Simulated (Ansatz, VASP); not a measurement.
**RuCl: VASP beside Ansatz**

Contents of INCAR:

```
SYSTEM = RuCl
ALGO     = Normal         ! electronic algorithm
EDIFF    = 1E-6           ! SCF threshold, eV
EDIFFG   = -0.04          ! ionic threshold
ENCUT    = 600            ! plane-wave cutoff, eV
GGA      = PE             ! functional
IBRION   = 2              ! ionic algorithm
ISIF     = 3              ! what is computed and relaxed
ISMEAR   = 0              ! smearing method
ISPIN    = 2              ! spin polarisation
LASPH    = .TRUE.         ! aspherical terms in the spheres
LCHARG   = .FALSE.        ! write CHGCAR
LMAXMIX  = 4              ! l up to which the mixer works
LORBIT   = 11             ! projections on sites
LREAL    = .FALSE.        ! projectors in reciprocal space
LWAVE    = .FALSE.        ! write WAVECAR
MAGMOM   = 1 0            ! initial moments
NELM     = 150            ! most SCF steps
NSW      = 90             ! ionic steps
PREC     = Accurate       ! precision mode
SIGMA    = 0.1            ! smearing width, eV
```

The input KPOINTS:

```
k-points
0
G
  6 6 6
  0 0 0
```

POSCAR

```
RuCl
1.0
    0.0000000000      2.8036949800      2.8036949800
    2.8036949800      0.0000000000      2.8036949800
    2.8036949800      2.8036949800      0.0000000000
Ru Cl
1 1
Direct
    0.0000000000      0.0000000000      0.0000000000
    0.5000000000      0.5000000000      0.5000000000
```

Input for Ansatz:

```yaml
crystal:
  lattice:
    - [0.0, 2.80369498, 2.80369498]
    - [2.80369498, 0.0, 2.80369498]
    - [2.80369498, 2.80369498, 0.0]
  atoms:
    - { symbol: Ru, position: [0.0, 0.0, 0.0], spin: 1.0 }
    - { symbol: Cl, position: [0.5, 0.5, 0.5] }
basis:
  ecutwfc: 420
kpoints:
  mp_grid: { grid: [6, 6, 6] }
hamiltonian:
  xc: pbe
scf:
  occupations: { method: gaussian, width: 0.1 }
  lower_state_search: "off"
output:
  forces: true
  stress: true
  eigenvalues: true
  populations: true
magnetization:
  spin_polarized: true
relax:
  adjacent_minimum: "off"
  f_tol: 0.04
  max_steps: 70
  cell: { stress_tol: 0.4 }
```

Change from the starting cell: species swapped into the LuSb type (Fm-3m, No. 225).

Alike in both runs: task relaxation of cell and atoms; functional PBE; k mesh 6 × 6 × 6; occupations gaussian, width 0.1 eV; collinear spin.

|  | VASP | Ansatz |
| --- | --- | --- |
| version | VASP 6.6.1 | Ansatz 0.2.0 |
| potentials or method | VASP PAW PBE potentials, release 64 (Ru_pv, Cl), cutoff 600 eV | scalar-relativistic, plane waves, PAW |
| valence electrons in the cell | 21 | 23 |

```tsv
	VASP	Ansatz	Ansatz less VASP
gap on the k mesh at the Fermi level, each at its own relaxed structure (eV)	none	none	-
net moment per atom (μB)	0.20	0.19	0.000
size of the moment on the site where the two differ most (μB)	0.38	0.35	-0.034
relaxed volume (Å³/atom)	15.91	15.88	-0.034
relaxed cell length with the largest relative difference (Å)	3.557	3.554	-0.0025
```

Site moments also hang on the region over which each program counts them. A gap of «none» marks a metal or a gap that the smearing closes. VASP's potentials hold 21 valence electrons a cell and Ansatz's 23, so a difference there can come from the potentials and not from the codes.

Noted on VASP's run: the volume moved by over 15 % at a fixed basis, so the end points are rough.
